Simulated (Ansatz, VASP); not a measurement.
**Two plane-wave programs on Tl**

INCAR

```
SYSTEM = Tl
PREC = Accurate
ENCUT = 520
EDIFF = 1E-7
ISMEAR = 0
SIGMA = 0.1
LREAL = .False.
LASPH = .True.
NELM = 60
ALGO = Fast
ISIF = 2
LWAVE = .False.
LCHARG = .True.
GGA = PE
LELF = .True.
LVHAR = .True.
NBANDS = 34
```

Contents of KPOINTS:

```
Automatic mesh
0
Gamma
  15 15 4
  0 0 0
```

Contents of POSCAR:

```
Tl
1.0
    3.3868672467      0.0000000000      0.0000000000
   -1.6934336233      2.9331130749      0.0000000000
    0.0000000000      0.0000000000     10.0797856407
Tl
4
Direct
    0.0000000000      0.0000000000      0.0000000000
    0.3333333300      0.6666666700      0.2500000000
    0.0000000000      0.0000000000      0.5000000000
    0.6666666700      0.3333333300      0.7500000000
```

Input for Ansatz:

```yaml
crystal:
  lattice:
    - [3.3868672467, 0.0, 0.0]
    - [-1.6934336233, 2.9331130749, 0.0]
    - [0.0, 0.0, 10.0797856407]
  atoms:
    - { symbol: Tl, position: [0.0, 0.0, 0.0] }
    - { symbol: Tl, position: [0.33333333, 0.66666667, 0.25] }
    - { symbol: Tl, position: [0.0, 0.0, 0.5] }
    - { symbol: Tl, position: [0.66666667, 0.33333333, 0.75] }
basis:
  ecutwfc: 420
kpoints:
  mp_grid: { grid: [15, 15, 4] }
hamiltonian:
  xc: pbe
scf:
  occupations: { method: gaussian, width: 0.1 }
output:
  forces: true
  stress: true
  eigenvalues: true
```

Alike in both runs: task single point; functional PBE; k mesh 15 × 15 × 4; occupations gaussian, width 0.1 eV; no spin polarisation.

|  | VASP | Ansatz |
| --- | --- | --- |
| version | VASP 6.6.1 | Ansatz 0.2.0 |
| potentials or method | VASP PAW PBE potentials, release 64 (Tl_d), cutoff 520 eV | scalar-relativistic, plane waves, PAW |
| valence electrons in the cell | 52 | 52 |

```csv
,VASP,Ansatz,Ansatz less VASP
gap on the k mesh at the Fermi level (eV),none,none,-
pressure (GPa),11.1,11.2,+0.08
"traceless stress, the component that is largest in VASP (GPa)",1.85,1.86,+0.006
```

A gap of «none» marks a metal or a gap that the smearing closes.

Neither program's run includes spin-orbit coupling.
